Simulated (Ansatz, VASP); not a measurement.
**One calculation of MgS, two programs**

Contents of POSCAR:

```
MgS
1.0
    0.0000000000      2.6015179371      2.6015179371
    2.6015179371      0.0000000000      2.6015179371
    2.6015179371      2.6015179371      0.0000000000
Mg S
1 1
Direct
    0.0000000000      0.0000000000      0.0000000000
    0.5000000000      0.5000000000      0.5000000000
```

File INCAR.step1:

```
  PREC = Accurate
  ENCUT = 520
  ISMEAR = 0
  SIGMA = 0.01
  LREAL = F
  LASPH = T
  NELM = 80
  NBANDS = 11
  GGA = PE
  ALGO = Normal
  EDIFF = 1E-4
  LWAVE = T
  LCHARG = F
```

File INCAR.step2:

```
  PREC = Accurate
  ENCUT = 520
  EDIFF = 1E-7
  ISMEAR = 0
  SIGMA = 0.01
  LREAL = F
  LASPH = T
  NELM = 80
  ALGO = Normal
  ISIF = 2
  LWAVE = F
  LCHARG = F
  METAGGA = R2SCAN
  LMIXTAU = T
  NBANDS = 11
  ISTART = 1
```

File KPOINTS:

```
Automatic mesh
0
Gamma
  8 8 8
```

Input for Ansatz:

```yaml
crystal:
  lattice:
    - [0.0, 2.6015179371, 2.6015179371]
    - [2.6015179371, 0.0, 2.6015179371]
    - [2.6015179371, 2.6015179371, 0.0]
  atoms:
    - { symbol: Mg, position: [0.0, 0.0, 0.0] }
    - { symbol: S, position: [0.5, 0.5, 0.5] }
kpoints:
  mp_grid: { grid: [8, 8, 8] }
hamiltonian:
  xc: r2scan
scf:
  occupations: { method: fixed }
  n_extra_bands: 4
output:
  forces: true
  stress: true
  eigenvalues: true
```

Alike in both runs: task single point; functional r2SCAN; k mesh 8 × 8 × 8; no spin polarisation.

```csv
,VASP,Ansatz
version,VASP 6.6.1,Ansatz 0.2.0
potentials or method,"VASP PAW PBE potentials, release 64 (Mg, S)","plane waves, PAW"
plane-wave cutoff (eV),520,500
occupations,"gaussian, width 0.01 eV",fixed
valence electrons in the cell,8,16
```

VASP gave:

| Property | Result |
| --- | --- |
| gap on the k mesh at the Fermi level (eV) | 3.43 |
| pressure (GPa) | -0.5 |

Q: Estimate Ansatz's values.

A: gap on the k mesh at the Fermi level (eV): 3.46; pressure (GPa): 0.0.

VASP's potentials were made for PBE, not for r2SCAN. VASP's potentials hold 8 valence electrons a cell and Ansatz's 16, so a difference there can come from the potentials and not from the codes.
